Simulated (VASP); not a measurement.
Set up this calculation in VASP 6.6.1, as the native input.

| Quantity | Value |
| --- | --- |
| Task | relaxation of cell and atoms |
| Functional | PBE |
| Potentials or basis | VASP PAW PBE potentials, release 64 (Zn, S) |
| Cutoff | 600 eV |
| k mesh | 4 × 4 × 4 |
| Occupations | gaussian, width 0.1 eV |
| Spin | no spin polarisation |
| Dipole correction | no |
| Further INCAR settings | ALGO = Normal; EDIFF = 1e-06; IBRION = 2; EDIFFG = -0.04; NSW = 90; ISIF = 3 |

The structure of Zn5S lies in POSCAR:

```
Zn5S
1.0
    4.0409667400      0.0000000000      0.0000000000
    0.0000000000      4.0409667400      0.0000000000
    0.0000000000      0.0000000000      6.9563727500
Zn S
5 1
Direct
    0.5000000000      0.5000000000      0.7567736800
    0.5000000000      0.5000000000      0.2432263200
    0.0000000000      0.5000000000      0.5000000000
    0.5000000000      0.0000000000      0.5000000000
    0.5000000000      0.5000000000      0.0000000000
    0.5000000000      0.5000000000      0.5000000000
```

The cell was generated, and may not be a known phase.

The input as run:

INCAR

```
SYSTEM = Zn5S
ALGO = Normal ; EDIFF = 1E-6
EDIFFG = -0.04 ; ENCUT = 600
GGA = PE ; IBRION = 2
ISIF = 3 ; ISMEAR = 0
LASPH = .True. ; LCHARG = .False.
LREAL = .False. ; LWAVE = .False.
NELM = 80 ; NSW = 90
PREC = Accurate ; SIGMA = 0.1
```

KPOINTS

```
k-points
0
Gamma
  4 4 4
  0 0 0
```

Potentials or basis: VASP PAW PBE potentials, release 64 (Zn, S).

Launch:

```console
$ cat potpaw_PBE.64/Zn/POTCAR potpaw_PBE.64/S/POTCAR > POTCAR
$ mpirun -np 1 vasp_std > vasp.out
```

Results of the run:

The relaxed volume is 45.43 Å³/atom. The relaxed cell is a = 5.427 Å, b = 5.427 Å, c = 9.254 Å, α = 90.00°, β = 90.00°, γ = 90.00°. The space group after relaxing (to 0.1 Å) is P4/mmm (No. 123). The energy gained by relaxing is 2850.9 meV/atom and the ionic steps are 26. The pressure after relaxing is 0.0 GPa and the largest force after relaxing is 0.005 eV/Å. The band gap on the k mesh is zero (bands 33 and 34 overlap by 0.22 eV).

Caveat: the k points lie up to 0.29 Å⁻¹ apart in the final cell; the volume moved by over 15 % at a fixed basis, so the end points are rough; semilocal functionals underestimate gaps, and a narrow one can read as zero.

Run time: 18 min on 1 thread of Intel(R) Xeon(R) 6975P-C (Granite Rapids), on a shared host, peak memory 0.27 GiB.
